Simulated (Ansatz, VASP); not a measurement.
# One calculation of GaGe, two programs

POSCAR

```
GaGe
1.0
    0.0000000000      2.8978440000      2.8978440000
    2.8978440000      0.0000000000      2.8978440000
    2.8978440000      2.8978440000      0.0000000000
Ge Ga
1 1
Direct
    0.0000000000      0.0000000000      0.0000000000
    0.2500000000      0.2500000000      0.2500000000
```

The input INCAR.step1:

```
PREC = Accurate
ENCUT = 600
EDIFF = 1E-5
ISMEAR = -1
SIGMA = 0.05
LREAL = False
LASPH = True
NELM = 80
ALGO = Normal
LWAVE = True
LCHARG = False
GGA = PE
NBANDS = 20
```

Contents of INCAR.step2:

```
PREC = Accurate
ENCUT = 600
EDIFF = 1E-6
ISMEAR = -1
SIGMA = 0.05
LREAL = False
LASPH = True
NELM = 80
ALGO = Normal
ISIF = 3
LWAVE = False
LCHARG = False
GGA = PE
LHFCALC = True
AEXX = 0.25
PRECFOCK = Normal
IBRION = 2
NSW = 60
EDIFFG = -0.01
ISTART = 1
```

Contents of KPOINTS:

```
regular mesh
0
Gamma
  4 4 4
```

File input:

```
crystal:
  lattice:
    - [0.0, 2.897844, 2.897844]
    - [2.897844, 0.0, 2.897844]
    - [2.897844, 2.897844, 0.0]
  atoms:
    - { symbol: Ge, position: [0.0, 0.0, 0.0] }
    - { symbol: Ga, position: [0.25, 0.25, 0.25] }
hamiltonian:
  xc: pbe0
  pseudopotentials: { kind: paw }
kpoints:
  mp_grid: { grid: [4, 4, 4] }
scf:
  occupations: { method: fermi_dirac, width: 0.05 }
output:
  forces: true
  stress: true
  eigenvalues: true
relax:
  f_tol: 0.01
  max_steps: 40
  cell: { stress_tol: 0.05 }
```

Alike in both runs: task relaxation of cell and atoms; functional PBE0; k mesh 4 × 4 × 4; occupations fermi-dirac, width 0.05 eV; no spin polarisation.

|  | VASP | Ansatz |
| --- | --- | --- |
| version | VASP 6.6.1 | Ansatz 0.2.0 |
| potentials or method | VASP PAW PBE potentials, release 64 (Ge_d, Ga_d) | Ansatz PAW |
| plane-wave cutoff (eV) | 600 | 420 |
| valence electrons in the cell | 27 | 27 |

|  | VASP | Ansatz | Ansatz less VASP |
| --- | --- | --- | --- |
| gap on the k mesh at the Fermi level, each at its own relaxed structure (eV) | none | none | - |
| relaxed volume (Å³/atom) | 23.44 | 23.45 | +0.011 |
| relaxed length of the cell vector where the two differ most in proportion (Å) | 4.047 | 4.048 | +0.0007 |

A gap of «none» marks a metal or a gap that the smearing closes.

The k mesh is coarse, so the values compare programs but aren't converged. Noted on Ansatz's run: the plane-wave basis is chosen anew once the cell has moved, so the energies of steps on either side of that aren't comparable.
